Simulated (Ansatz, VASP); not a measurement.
**Two plane-wave programs on Zn3F**

```
Zn F
1.0
     3.58236    0.00000    0.00000
     0.00000    3.58236    0.00000
     0.00000    0.00000    3.58236
Zn F
3 1
Direct
  0.00000 0.50000 0.50000
  0.50000 0.00000 0.50000
  0.50000 0.50000 0.00000
  0.00000 0.00000 0.00000
```

Change from the starting cell: species swapped into the CdAu3 type (Pm-3m, No. 221).

Alike in both runs: task relaxation of cell and atoms; functional PBE; k mesh 6 × 6 × 6; occupations gaussian, width 0.1 eV; no spin polarisation.

```csv
,VASP,Ansatz
version,VASP 6.6.1,Ansatz 0.2.0
potentials or method,"VASP PAW PBE potentials, release 64 (Zn, F), cutoff 600 eV","scalar-relativistic, plane waves, PAW"
valence electrons in the cell,43,43
```

|  | VASP | Ansatz | Ansatz less VASP |
| --- | --- | --- | --- |
| gap on the k mesh at the Fermi level, each at its own relaxed structure (eV) | none | none | - |
| relaxed volume (Å³/atom) | 15.43 | 15.43 | 0.000 |
| relaxed length of the cell vector where the two differ most in proportion (Å) | 3.952 | 3.952 | 0.0000 |

A gap of «none» marks a metal or a gap that the smearing closes.

Noted on VASP's run: the volume moved by over 15 % at a fixed basis, so the end points are rough.
